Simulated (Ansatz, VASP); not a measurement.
One calculation of Ti, two programs

File INCAR:

```
SYSTEM = Ti
PREC = Accurate
ENCUT = 600
EDIFF = 1E-6
ISMEAR = -1
SIGMA = 0.05
LREAL = .FALSE.
LASPH = .TRUE.
NELM = 60
ALGO = Normal
ISIF = 3
LWAVE = .FALSE.
LCHARG = .FALSE.
GGA = B5
ALDAX = 1.0
AGGAX = 1.0
AGGAC = 1.0
ALDAC = 0.0
IBRION = 2
NSW = 60
EDIFFG = -0.01
```

File KPOINTS:

```
regular mesh
0
G
  11 11 11
  0 0 0
```

File POSCAR:

```
Ti
1.0
    0.0000000000      2.0300000000      2.0300000000
    2.0300000000      0.0000000000      2.0300000000
    2.0300000000      2.0300000000      0.0000000000
Ti
1
Direct
    0.0000000000      0.0000000000      0.0000000000
```

input.yaml

```yaml
crystal:
  lattice:
    - [0.0, 2.03, 2.03]
    - [2.03, 0.0, 2.03]
    - [2.03, 2.03, 0.0]
  atoms:
    - { symbol: Ti, position: [0.0, 0.0, 0.0] }
hamiltonian:
  xc: blyp
  pseudopotentials: { kind: paw }
kpoints:
  mp_grid: { grid: [11, 11, 11] }
scf:
  occupations: { method: fermi_dirac, width: 0.05 }
output:
  forces: true
  stress: true
  eigenvalues: true
relax:
  f_tol: 0.01
  max_steps: 40
  cell: { stress_tol: 0.05 }
```

Alike in both runs: task relaxation of cell and atoms; functional BLYP; k mesh 11 × 11 × 11; occupations fermi-dirac, width 0.05 eV; no spin polarisation.

```csv
,VASP,Ansatz
version,VASP 6.6.1,Ansatz 0.2.0
potentials or method,"VASP PAW PBE potentials, release 64 (Ti_sv)",Ansatz PAW
plane-wave cutoff (eV),600,420
valence electrons in the cell,12,12
```

```tsv
	VASP	Ansatz	Ansatz less VASP
gap on the k mesh at the Fermi level, each at its own relaxed structure (eV)	none	none	-
relaxed volume (Å³/atom)	17.74	17.74	0.000
relaxed cell length with the largest relative difference (Å)	2.928	2.928	0.0000
```

VASP's potentials were made for PBE, not for BLYP. A gap of «none» marks a metal or a gap that the smearing closes.

Noted on Ansatz's run: the plane-wave basis is chosen anew once the cell has moved, so the energies of steps on either side of that aren't comparable.
